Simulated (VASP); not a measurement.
# MoH5: single point with PBE

Crystal: MoH5.

```xyz
6
Lattice="3.0293 0.0000 0.0000 0.0000 3.0293 0.0000 0.0000 0.0000 3.4610" Properties=species:S:1:pos:R:3 pbc="T T T"
H     0.0000    1.5147    1.7305
H     1.5147    0.0000    1.7305
H     0.0000    0.0000    2.9860
H     0.0000    0.0000    0.4750
H     1.5147    1.5147    1.7305
Mo    1.5147    1.5147    0.0000
```

* Program: VASP 6.6.1
* Task: single point
* Functional: PBE
* Potentials or basis: VASP PAW PBE potentials, release 64 (H, Mo_sv)
* Cutoff: 520 eV
* k mesh: 6 × 6 × 6
* Occupations: gaussian, width 0.1 eV
* Spin: no spin polarisation
* Dipole correction: no
* Further INCAR settings: ALGO = Normal; EDIFF = 1e-07; NBANDS = 18

```yaml
Pressure: 0.1 GPa
Largest_force: 0.008 eV/Å
```

Forces on the atoms (eV/Å):
```
H    0.000  0.000  0.000
H    0.000  0.000  0.000
H    0.000  0.000  0.008
H    0.000  0.000 -0.008
H    0.000  0.000  0.000
Mo   0.000  0.000  0.000
```

Stress tensor (GPa, compression positive):
```
-0.04  0.00  0.00
 0.00 -0.04  0.00
 0.00  0.00  0.36
```

Levels at points of the mesh, in eV from the Fermi level:
| k point | band 6 | band 7 | band 8 | band 9 | band 10 | band 11 | band 12 | band 13 |
| --- | --- | --- | --- | --- | --- | --- | --- | --- |
| (0.00, 0.00, 0.00) | -9.00 | -4.15 | 0.70 | 0.70 | 1.28 | 1.42 | 2.30 | 3.28 |
| (0.50, 0.00, 0.00) | -10.04 | -4.10 | -2.63 | -2.50 | -0.85 | 0.97 | 2.93 | 6.60 |
| (0.50, 0.50, 0.00) | -7.95 | -4.52 | -4.52 | -1.26 | -1.26 | 2.89 | 4.10 | 4.16 |
| (0.00, 0.00, 0.50) | -10.35 | -2.84 | -0.59 | -0.59 | 0.24 | 0.26 | 1.49 | 1.51 |
| (0.50, 0.00, 0.50) | -8.00 | -7.50 | -3.19 | -0.62 | -0.08 | 0.69 | 3.32 | 3.94 |
| (0.50, 0.50, 0.50) | -6.33 | -6.33 | -4.11 | -0.44 | 0.79 | 2.94 | 3.81 | 3.81 |

It took 9.8 s on 1 thread of Intel(R) Xeon(R) Platinum 8559C (Emerald Rapids) (shared host), peak memory 0.15 GiB.
